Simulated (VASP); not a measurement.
Here is a VASP 6.6.1 calculation.

Contents of INCAR:

```
  ALGO = Normal
  EDIFF = 1E-7
  ENCUT = 520
  ISIF = 2
  ISMEAR = 0
  LASPH = T
  LCHARG = F
  LREAL = F
  LWAVE = F
  NBANDS = 16
  NELM = 80
  PREC = Accurate
  SIGMA = 0.03
```

File KPOINTS:

```
k-points
0
Gamma
  10 10 10
```

POSCAR

```
Si
1.0
   -3.2736184406      3.2736184406      1.8924154586
    3.2736184406     -3.2736184406      1.8924154586
    3.2736184406      3.2736184406     -1.8924154586
Si
4
Direct
    0.1458309641      0.1458309641      0.3576908752
    0.7881400889      0.7881400889      0.6423091248
    0.2118599111      0.8541690359      0.0000000000
    0.8541690359      0.2118599111      0.0000000000
```

Potentials or basis: VASP PAW LDA potentials, release 64 (Si).

Command:

```bash
$ cat potpaw_LDA.64/Si/POTCAR > POTCAR
$ mpirun -np 1 vasp_std > vasp.out
```

Q: What does it give for the pressure?

A: 1.8 GPa.

Q: Predict the largest force.

A: 0.270 eV/Å.

Forces on the atoms (eV/Å):
```
Si  -0.082 -0.082  0.243
Si   0.082  0.082  0.243
Si   0.082 -0.082 -0.243
Si  -0.082  0.082 -0.243
```
